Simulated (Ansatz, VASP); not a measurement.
Cr: VASP beside Ansatz

File INCAR:

```
SYSTEM = Cr
  ALGO = Normal
  DIPOL = 0.5 0.5 0.500
  EDIFF = 1E-7
  ENCUT = 520
  GGA = PE
  IDIPOL = 3
  ISIF = 2
  ISMEAR = -1
  ISPIN = 2
  LASPH = .True.
  LCHARG = .True.
  LDIPOL = .True.
  LELF = .True.
  LMAXMIX = 4
  LORBIT = 11
  LREAL = .False.
  LVACPOTAV = .True.
  LVHAR = .True.
  LWAVE = .False.
  MAGMOM = 2 2 2
  NBANDS = 29
  NELM = 150
  PREC = Accurate
  SIGMA = 0.1
```

KPOINTS

```
k-points
0
Gamma
  14 14 1
  0 0 0
```

The input POSCAR:

```
Cr
1.0
    2.8486260734      0.0000000000      0.0000000000
    0.0000000000      2.8486260734      0.0000000000
    0.0000000000      0.0000000000     13.9344000000
Cr
3
Direct
    0.0000000000      0.0000000000      0.3947084100
    0.5000000000      0.5000000000      0.4999999979
    0.0000000000      0.0000000000      0.6052915900
```

Input for Ansatz:

```yaml
crystal:
  lattice:
    - [2.8486260734, 0.0, 0.0]
    - [0.0, 2.8486260734, 0.0]
    - [0.0, 0.0, 13.9344]
  atoms:
    - { symbol: Cr, position: [0.0, 0.0, 0.39470841], spin: 2.0 }
    - { symbol: Cr, position: [0.5, 0.5, 0.4999999979], spin: 2.0 }
    - { symbol: Cr, position: [0.0, 0.0, 0.60529159], spin: 2.0 }
magnetization:
  spin_polarized: true
kpoints:
  mp_grid: { grid: [14, 14, 1] }
scf:
  occupations: { method: fermi_dirac, width: 0.1 }
hamiltonian:
  xc: pbe
  pseudopotentials: { kind: paw }
output:
  forces: true
  stress: true
  eigenvalues: true
efield:
  axis: 3
  amplitude: 0
  dipole_correction: true
```

Alike in both runs: task single point; functional PBE; k mesh 14 × 14 × 1; occupations fermi-dirac, width 0.1 eV; collinear spin.

```csv
,VASP,Ansatz
version,VASP 6.6.1,Ansatz 0.2.0
potentials or method,"VASP PAW PBE potentials, release 64 (Cr_pv)","PAW with Ansatz's default frozen-core files, scalar-relativistic"
plane-wave cutoff (eV),520,420
valence electrons in the cell,36,42
```

|  | VASP | Ansatz | Ansatz less VASP |
| --- | --- | --- | --- |
| rms of the force components (eV/Å) | 0.013 | 0.001 | -0.0119 |
| net moment per atom (μB) | 1.49 | 1.49 | -0.004 |
| size of the moment on the site where the two differ most (μB) | 2.93 | 2.74 | -0.187 |

Site moments also hang on the region over which each program counts them. Atom by atom the forces differ by 0.012 eV/Å (rms over components). VASP's potentials hold 36 valence electrons a cell and Ansatz's 42, so a difference there can come from the potentials and not from the codes. Ansatz's warnings: seeded moment not kept, vacuum density over bound.
